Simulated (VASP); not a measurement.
Write the native input for VASP 6.6.1 that does the following.

```
Task                   : single point
Functional             : LDA
Potentials or basis    : VASP PAW LDA potentials, release 64 (Pt, S)
Cutoff                 : 520 eV
k mesh                 : 9 × 9 × 5
Occupations            : fermi-dirac, width 0.05 eV
Spin                   : no spin polarisation
Dipole correction      : no
Further INCAR settings : ALGO = Normal; EDIFF = 1e-06; NBANDS = 18
```

The structure of PtS2 lies in POSCAR:

```
PtS2
1.0
    3.5898263996      0.0000000000      0.0000000000
   -1.7949131998      3.1088808573      0.0000000000
    0.0000000000      0.0000000000      5.1051076040
Pt S
1 2
Direct
    0.0000000000      0.0000000000      0.0000000000
    0.6666666667      0.3333333333      0.7730000000
    0.3333333333      0.6666666667      0.2270000000
```

The input as run:

INCAR

```
SYSTEM = PtS2
PREC = Accurate
ENCUT = 520
EDIFF = 1E-6
ISMEAR = -1
SIGMA = 0.05
LREAL = .False.
LASPH = .True.
NELM = 60
ALGO = Normal
ISIF = 2
LWAVE = .False.
LCHARG = .False.
NBANDS = 18
```

KPOINTS

```
Automatic mesh
0
Gamma
  9 9 5
  0 0 0
```

Potentials or basis: VASP PAW LDA potentials, release 64 (Pt, S).

Launch:

```console
$ cat potpaw_LDA.64/Pt/POTCAR potpaw_LDA.64/S/POTCAR > POTCAR
$ mpirun -np 1 vasp_std > vasp.out
```

Results of the run:

The pressure is -2.3 GPa, the largest force is 0.243 eV/Å and the band gap on the k mesh is 0.87 eV (least direct gap 0.92 eV).

Caveat: spin-orbit coupling is left out, which moves the levels of the heavy elements; an odd mesh through Γ misses points on the zone boundary, where band edges can lie.

Wall time 66 s on 1 thread of Intel Xeon 8259CL, with other jobs on the host, peak memory 0.19 GiB.
